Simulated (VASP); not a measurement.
A run of VASP 6.6.1:

The input INCAR:

```
SYSTEM = KCl
  PREC = Accurate
  ENCUT = 520
  EDIFF = 1E-6
  ISMEAR = -1
  SIGMA = 0.02
  LREAL = .FALSE.
  LASPH = .TRUE.
  NELM = 80
  ALGO = Normal
  ISIF = 2
  LWAVE = .FALSE.
  LCHARG = .FALSE.
  GGA = PE
  NBANDS = 24
```

KPOINTS

```
Automatic mesh
0
G
  6 6 4
  0 0 0
```

The input POSCAR:

```
KCl
1.0
    5.3438035568      0.1068760712      0.0000000000
   -2.5793443858      4.5744315974      0.0000000000
    0.0000000000      0.0000000000      6.2391673426
K Cl
2 2
Direct
    0.3280572620      0.6669138147     -0.0625000000
    0.6719427380      0.3330861853      0.4375000000
    0.3277557385      0.6669201366      0.4375000000
    0.6722442615      0.3330798634      0.9375000000
```

Potentials or basis: VASP PAW PBE potentials, release 64 (K_sv, Cl).

Command:

```sh
$ cat potpaw_PBE.64/K_sv/POTCAR potpaw_PBE.64/Cl/POTCAR > POTCAR
$ mpirun -np 1 vasp_std > vasp.out
```

Hardware: 1 thread of Oxide Virtual Turin-like Processor, on a shared host.

Question: Estimate the wall time of this run.

Answer: It took 5.5 min on 1 thread of Oxide Virtual Turin-like Processor, on a shared host, peak memory 0.33 GiB. Counts: scf iterations 13, k points 60.
